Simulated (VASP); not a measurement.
# CaAl15N16 (a cell with a defect): single point with PBE

The system is CaAl15N16 (a cell with a defect).

```
Al Ca N
1.0
     6.25951    0.00000    0.00000
    -3.12976    5.42090    0.00000
     0.00000    0.00000   10.03481
Al Ca N
15 1 16
Direct
  0.33451 0.16256 0.24716
  0.33509 0.16172 0.75617
  0.16612 0.33090 0.99413
  0.33337 0.66588 0.24695
  0.17243 0.83413 0.49433
  0.33445 0.66797 0.75663
  0.16355 0.83012 0.00153
  0.83114 0.16369 0.24693
  0.66298 0.32449 0.49435
  0.82879 0.16234 0.75665
  0.66686 0.33356 0.00152
  0.83274 0.66431 0.25108
  0.66139 0.83525 0.49406
  0.83258 0.66440 0.74629
  0.66665 0.83048 0.00148
  0.16668 0.33017 0.51008
  0.34609 0.15116 0.42932
  0.16797 0.32912 0.18586
  0.33491 0.16195 0.94413
  0.16728 0.32937 0.72677
  0.34599 0.69555 0.42838
  0.16247 0.82708 0.18698
  0.33451 0.67245 0.94469
  0.16867 0.83016 0.68873
  0.80111 0.15052 0.42834
  0.66994 0.33460 0.18695
  0.82463 0.16266 0.94477
  0.66680 0.32820 0.68879
  0.83101 0.66589 0.44063
  0.66924 0.82779 0.18711
  0.83123 0.66585 0.93653
  0.66597 0.83064 0.69011
```

```
Program                : VASP 6.6.1
Task                   : single point
Functional             : PBE
Potentials or basis    : VASP PAW PBE potentials, release 64 (Al, Ca_sv, N)
Cutoff                 : 520 eV
k mesh                 : 1 × 1 × 1, shifted
Occupations            : gaussian, width 0.01 eV
Spin                   : no spin polarisation
Dipole correction      : no
Charge                 : -1
Further INCAR settings : LREAL = Auto; ALGO = Normal; EDIFF = 1e-06; NBANDS = 90; NELECT = 136.0
```

| Property | Result |
| --- | --- |
| Largest force | 0.454 eV/Å |

Forces on the atoms (eV/Å):
```
Al   0.093 -0.053  0.041
Al   0.150 -0.083 -0.004
Al  -0.120  0.067 -0.001
Al   0.152 -0.053 -0.021
Al  -0.121  0.156 -0.028
Al   0.098 -0.076  0.006
Al  -0.120  0.086 -0.002
Al   0.120 -0.109 -0.022
Al  -0.197  0.027 -0.025
Al   0.113 -0.057  0.009
Al  -0.136  0.057 -0.008
Al   0.083 -0.049  0.001
Al  -0.068  0.038  0.040
Al   0.138 -0.085  0.004
Al  -0.110  0.063  0.019
Ca  -0.373  0.206  0.022
N    0.373 -0.230 -0.117
N   -0.207  0.118 -0.005
N    0.209 -0.110  0.076
N   -0.209  0.132  0.049
N    0.202 -0.131  0.031
N   -0.161  0.112  0.008
N    0.191 -0.115 -0.038
N   -0.161  0.085  0.081
N    0.223 -0.088  0.036
N   -0.175  0.085  0.013
N    0.193 -0.116 -0.050
N   -0.163  0.099  0.075
N    0.145 -0.081  0.006
N   -0.151  0.087 -0.028
N    0.166 -0.095 -0.002
N   -0.175  0.113 -0.165
```

Levels at points of the mesh, in eV from the Fermi level:
```
           k point  band 64  band 65  band 66  band 67  band 68  band 69  band 70  band 71  band 72  band 73
(0.25, 0.25, 0.25)    -1.47    -1.22    -0.83    -0.26    -0.09     4.46     4.82     5.05     5.18     5.28
```

It took 13 min on 1 thread of Intel Xeon 8259CL, with other jobs on the host, peak memory 0.5 GiB.

Caveat: the k points lie up to 0.58 Å⁻¹ apart; the cell carries a net charge on a neutralising background, which shifts energy and pressure; the cell is charged against a uniform background, so pressure and absolute levels hang on convention.
